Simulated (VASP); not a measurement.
# Si (P-1) in VASP: single point with PBE

Aim: the single point of Si with PBE.

All numbers are computed with VASP 6.6.1; they aren't measurements. Logs are shortened: lines on timing, memory, paths and dates and some standing lists are left out, and cuts for length are marked.

### Step 1. The cell of the first run

The typed cell holds 2 atoms: a = 4.200 Å, b = 4.200 Å, c = 4.200 Å, α = 90.00°, β = 90.00°, γ = 90.00°.

### Step 2. Single point, PBE

Input file INCAR:

```
PREC = Accurate
ENCUT = 500
EDIFF = 1E-6
ISMEAR = -1
SIGMA = 0.3
LREAL = False
LASPH = True
NELM = 120
ALGO = Normal
ISIF = 2
LWAVE = False
LCHARG = True
GGA = PE
LELF = True
LVHAR = True
NBANDS = 11
GGA_COMPAT = False
```

Input file KPOINTS:

```
regular mesh
0
Gamma
  1 1 1
```

Input file POSCAR:

```
Si
1.0
    4.2000000000      0.0000000000      0.0000000000
    0.0000000000      4.2000000000      0.0000000000
    0.0000000000      0.0000000000      4.2000000000
Si
2
Direct
    0.0000000000      0.0000000000      0.0000000000
    0.2177185371      0.1306311223      0.0979733417
```

Potentials or basis: VASP PAW PBE potentials, release 64 (Si).

Launch:

```console
$ cat potpaw_PBE.64/Si/POTCAR > POTCAR
$ mpirun -np 1 vasp_gam > vasp.out
```

OUTCAR:

```text
PREC = Accurate
   ENCUT = 500
   EDIFF = 1E-6
   ISMEAR = -1
   LREAL = False
   LASPH = True
   NELM = 120
   ISIF = 2
   GGA = PE

 ion  position               nearest neighbor table
   1  0.000  0.000  0.000-   2 1.14
   2  0.218  0.131  0.098-   1 1.14

 -----------------------------------------------------------------------------
|                                                                             |
|           W    W    AA    RRRRR   N    N  II  N    N   GGGG   !!!           |
|           W    W   A  A   R    R  NN   N  II  NN   N  G    G  !!!           |
|           W    W  A    A  R    R  N N  N  II  N N  N  G       !!!           |
|           W WW W  AAAAAA  RRRRR   N  N N  II  N  N N  G  GGG   !            |
|           WW  WW  A    A  R   R   N   NN  II  N   NN  G    G                |
|           W    W  A    A  R    R  N    N  II  N    N   GGGG   !!!           |
|                                                                             |
|     The distance between some ions is very small. Please check the          |
|     nearest-neighbor list in the OUTCAR file.                               |
|     I HOPE YOU KNOW WHAT YOU ARE DOING!                                     |
|                                                                             |
 -----------------------------------------------------------------------------

  LATTYP: Found a simple cubic cell.
 ALAT       =     4.2000000000

  Lattice vectors:

 A1 = (   4.2000000000,   0.0000000000,   0.0000000000)
 A2 = (   0.0000000000,   4.2000000000,   0.0000000000)
 A3 = (   0.0000000000,   0.0000000000,   4.2000000000)

Analysis of symmetry for initial positions (statically):
=====================================================================
 Subroutine PRICEL returns:
 Original cell was already a primitive cell.

 Routine SETGRP: Setting up the symmetry group for a
 simple cubic supercell.

 Subroutine GETGRP returns: Found  2 space group operations
 (whereof  1 operations were pure point group operations)
 out of a pool of 48 trial point group operations.

The static configuration has the point symmetry C_1 .
 The point group associated with its full space group is S_2 .

Analysis of symmetry for dynamics (positions and initial velocities):
=====================================================================
 Subroutine PRICEL returns:
 Original cell was already a primitive cell.

 Routine SETGRP: Setting up the symmetry group for a
 simple cubic supercell.

 Subroutine GETGRP returns: Found  2 space group operations
 (whereof  1 operations were pure point group operations)
 out of a pool of 48 trial point group operations.

The dynamic configuration has the point symmetry C_1 .
 The point group associated with its full space group is S_2 .

 Subroutine INISYM returns: Found  2 space group operations
 (whereof  1 operations are pure point group operations),
 and found     1 'primitive' translations

----------------------------------------------------------------------------------------

                                     Primitive cell

  volume of cell :      74.0880

  direct lattice vectors                    reciprocal lattice vectors
     4.200000000  0.000000000  0.000000000     0.238095238  0.000000000  0.000000000
     0.000000000  4.200000000  0.000000000     0.000000000  0.238095238  0.000000000
     0.000000000  0.000000000  4.200000000     0.000000000  0.000000000  0.238095238

  length of vectors
     4.200000000  4.200000000  4.200000000     0.238095238  0.238095238  0.238095238

  position of ions in fractional coordinates (direct lattice)
     0.000000000  0.000000000  0.000000000
     0.217718537  0.130631122  0.097973342

  ion indices of the primitive-cell ions
   primitive index   ion index
                 1           1
                 2           2

----------------------------------------------------------------------------------------

 KPOINTS: regular mesh

Automatic generation of k-mesh.
 Grid dimensions read from file:
 generate k-points for:    1    1    1

 Generating k-lattice:

  Cartesian coordinates                     Fractional coordinates (reciprocal lattice)
     0.238095238  0.000000000  0.000000000     1.000000000  0.000000000  0.000000000
     0.000000000  0.238095238  0.000000000     0.000000000  1.000000000  0.000000000
     0.000000000  0.000000000  0.238095238     0.000000000  0.000000000  1.000000000

  Length of vectors
     0.238095238  0.238095238  0.238095238

  Shift w.r.t. Gamma in fractional coordinates (k-lattice)
     0.000000000  0.000000000  0.000000000

 Subroutine IBZKPT returns following result:
 ===========================================

 Found      1 irreducible k-points:

 Following reciprocal coordinates:
            Coordinates               Weight
  0.000000  0.000000  0.000000      1.000000
   k-points           NKPTS =      1   k-points in BZ     NKDIM =      1   number of bands    NBANDS=     11
   number of dos      NEDOS =    301   number of ions     NIONS =      2
   total plane-waves  NPLWV =  32768
   dimension x,y,z NGX =    32 NGY =   32 NGZ =   32
   dimension x,y,z NGXF=    64 NGYF=   64 NGZF=   64
   ions per type =               2
   NGX,Y,Z   is equivalent  to a cutoff of  12.67, 12.67, 12.67 a.u.
   NGXF,Y,Z  is equivalent  to a cutoff of  25.33, 25.33, 25.33 a.u.
 SYSTEM =  unknown system
   PREC   = accura    normal or accurate (medium, high low for compatibility)
   ISTART =      0    job   : 0-new  1-cont  2-samecut
   ICHARG =      2    charge: 1-file 2-atom 10-const
   ISPIN  =      1    spin polarized calculation?
   LNONCOLLINEAR =      F non collinear calculations
   LSORBIT =      F    spin-orbit coupling
   LASPH  =      T    aspherical Exc in radial PAW
   ENCUT  =  500.0 eV  36.75 Ry    6.06 a.u.   7.66  7.66  7.66*2*pi/ulx,y,z
   NELM   =    120;   NELMIN=  2; NELMDL= -5     # of ELM steps
   EDIFF  = 0.1E-05   stopping-criterion for ELM
   LREAL  =      F    real-space projection
   EDIFFG = 0.1E-04   stopping-criterion for IOM
   NSW    =      0    number of steps for IOM
   IBRION =     -1    ionic relax: 0-MD 1-quasi-New 2-CG
   NFREE  =      0    steps in history (QN), initial steepest desc. (CG)
   ISIF   =      2    stress and relaxation
   ISYM   =      2    0-nonsym 1-usesym 2-fastsym
   POTIM  = 0.5000    time-step for ionic-motion
   TEBEG  =    0.0;   TEEND  =   0.0 temperature during run
   PSTRESS=    0.0 pullay stress
   NELECT =       8.0000    total number of electrons
   NUPDOWN=      -1.0000    fix difference up-down
   EMIN   =  10.00;   EMAX   =-10.00  energy-range for DOS
   EFERMI =   0.00;   METHOD = LEGACY
   ISMEAR =    -1;   SIGMA  =   0.30  broadening in eV -4-tet -1-fermi 0-gaus
   EFERMI_NEDOS =   21; number of points for ismear=-14 and -15
   IALGO  =     38    algorithm
   IMIX   =      4    mixing-type and parameters
     AMIX     =   0.40;   BMIX     =  1.00
     AMIX_MAG =   1.60;   BMIX_MAG =  1.00
  volume/ion in A,a.u.               =      37.04       249.99
  Fermi-wavevector in a.u.,A,eV,Ry     =   0.779571  1.473175  8.268676  0.607731
  Thomas-Fermi vector in A             =   1.882702
   LORBIT       =      0    0 simple, 1 ext, 2 COOP (PROOUT), +10 PAW based schemes
   GGA     = PE    functional components
   LHFCALC =     F    Hartree Fock is set to
   AEXX    =    0.0000 exact exchange contribution
   IVDW    =     0    specifies the selected vdW correction
   LEPSILON=     F    determine dielectric tensor
   LRPA    =     F    only Hartree local field effects (RPA)
 non-spin polarized calculation
  energy-cutoff  :      500.00
  volume of cell :       74.09
 maximum number of plane-waves:       932
 NGX is ok and might be reduce to    30
   NGX = 15   NGY = 15   NGZ = 15

 number of electron       7.9999999 magnetization

 Free energy of the ion-electron system (eV)
  ---------------------------------------------------
  ext. energy  EPLUGINS =         0.00000000
  ---------------------------------------------------
  free energy    TOTEN  =        30.56957332 eV

  energy without entropy =       30.61985934  energy(sigma->0) =       30.59471633

 E-fermi :   0.9461     XC(G=0):  -6.1857

 val. band max:       -0.5600946363   @ k =   0.0000   0.0000   0.0000
 cond. band min:       2.4387955916   @ k =   0.0000   0.0000   0.0000
 fundamental gap:      2.9988902279
 Fermi energy:         0.9460578952

 k-point     1 :       0.0000    0.0000    0.0000
  band No.  band energies     occupation
      1      -8.1257      2.00000
      2      -1.6977      1.99970
      3      -1.6619      1.99966
      4      -0.5601      1.98688
      5       2.4388      0.01371
      6       4.2433      0.00003
      7       4.9050      0.00000
      8       8.1102      0.00000
      9       8.8019      0.00000
     10       9.5363      0.00000
     11       9.6829      0.00000

------------------------ aborting loop because EDIFF is reached ----------------------------------------

  FORCE on cell =-STRESS in cart. coord.  units (eV):
  Direction    XX          YY          ZZ          XY          YZ          ZX
  --------------------------------------------------------------------------------------
  -------------------------------------------------------------------------------------
  Total       87.8652472     33.0278424     19.4766636     46.7825190     21.4966890     35.1768902
  in kB     1900.1148256    714.2379379    421.1892473   1011.6873360    464.8729579    760.7118019
  external PRESSURE =    1011.8473369 kB  Pullay stress =       0.0000000 kB

 VOLUME and BASIS-vectors are now :
 -----------------------------------------------------------------------------
  energy-cutoff  :      500.00
  volume of cell :       74.09
      direct lattice vectors                 reciprocal lattice vectors
     4.200000000  0.000000000  0.000000000     0.238095238  0.000000000  0.000000000
     0.000000000  4.200000000  0.000000000     0.000000000  0.238095238  0.000000000
     0.000000000  0.000000000  4.200000000     0.000000000  0.000000000  0.238095238

 POSITION                                       TOTAL-FORCE (eV/Angst)
 -----------------------------------------------------------------------------------
      0.00000      0.00000      0.00000       -86.226600    -53.012786    -39.944966
      0.91442      0.54865      0.41149        86.226600     53.012786     39.944966
 -----------------------------------------------------------------------------------
    total drift:                                0.000003      0.000002     -0.000002

  FREE ENERGIE OF THE ION-ELECTRON SYSTEM (eV)
  ---------------------------------------------------
  free  energy   TOTEN  =        30.5695733214 eV

  energy  without entropy=       30.6198593352  energy(sigma->0) =       30.59471633
```

Wall time 4.1 s (1 thread of Intel Xeon 6975P-C, shared host); peak memory 0.15 GiB.

What came out:

| Quantity | Value |
| --- | --- |
| Free energy | 30.5696 eV |
| Pressure | 101.2 GPa |
| Largest force | 108.816 eV/Å |
| Band gap on the k mesh | 3.00 eV |

Forces in eV/Å, atoms in the order of the input:
```
Si  -86.227 -53.013 -39.945
Si   86.227  53.013  39.945
```

Stress tensor (GPa, compression positive):
```
190.01 101.17  76.07
101.17  71.42  46.49
 76.07  46.49  42.12
```

Caveat: the k points lie up to 1.50 Å⁻¹ apart; forces of over 1 eV/Å act on the atoms, so gaps and moduli don't describe the material at rest. A k mesh can miss the band edges.
